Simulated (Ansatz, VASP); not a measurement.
## AlN: VASP beside Ansatz

```xyz
4
Lattice="3.3135 0.0000 0.0000 -1.6567 2.8696 0.0000 0.0000 0.0000 4.1876" Properties=species:S:1:pos:R:3 pbc="T T T"
Al    0.0000    1.9199    3.1727
Al    1.6567    0.9634    1.0789
N     0.0000    1.8998    0.9853
N     1.6567    0.9433    3.0791
```

Change from the starting cell: mode 4 frozen in at -0.062 Å and mode 10 at -0.013 Å (largest displacements).

Alike in both runs: task single point; functional PBE; k mesh 9 × 9 × 6; occupations gaussian, width 0.05 eV; no spin polarisation.

|  | VASP | Ansatz |
| --- | --- | --- |
| version | VASP 6.6.1 | Ansatz 0.2.0 |
| potentials or method | VASP PAW PBE potentials, release 64 (Al, N), cutoff 520 eV | scalar-relativistic, plane waves, PAW |
| valence electrons in the cell | 16 | 16 |

```csv
,VASP,Ansatz,Ansatz less VASP
gap on the k mesh at the Fermi level (eV),3.30,3.29,-0.009
least direct gap on the mesh (eV),3.30,3.29,-0.009
pressure (GPa),0.6,0.8,+0.17
"traceless stress, the component that is largest in VASP (GPa)",2.54,2.42,-0.121
rms of the force components (eV/Å),0.195,0.195,-0.0007
```

Atom by atom the forces differ by 0.001 eV/Å (rms over components). With one functional, cell and mesh, what is left measures potentials, basis and numerics.
